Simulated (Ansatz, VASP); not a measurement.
V: VASP beside Ansatz

```
CELL_PARAMETERS angstrom
0.00000 1.91144 1.91144
1.91144 0.00000 1.91144
1.91144 1.91144 0.00000
ATOMIC_POSITIONS crystal
V 0.00000 0.00000 0.00000
```

Alike in both runs: task single point; functional PBE; k mesh 8 × 8 × 8; occupations gaussian, width 0.05 eV; collinear spin.

```csv
,VASP,Ansatz
version,VASP 6.6.1,Ansatz 0.2.0
potentials or method,"VASP PAW PBE potentials, release 64 (V_sv), cutoff 520 eV","scalar-relativistic, plane waves, PAW"
valence electrons in the cell,13,13
```

|  | VASP | Ansatz | Ansatz less VASP |
| --- | --- | --- | --- |
| pressure (GPa) | -0.2 | -0.4 | -0.20 |
| net moment per atom (μB) | 0.08 | 0.08 | -0.001 |
| size of the moment on the site where the two differ most (μB) | 0.07 | 0.07 | -0.002 |

Site moments also hang on the region over which each program counts them. With one functional, cell and mesh, what is left measures potentials, basis and numerics.
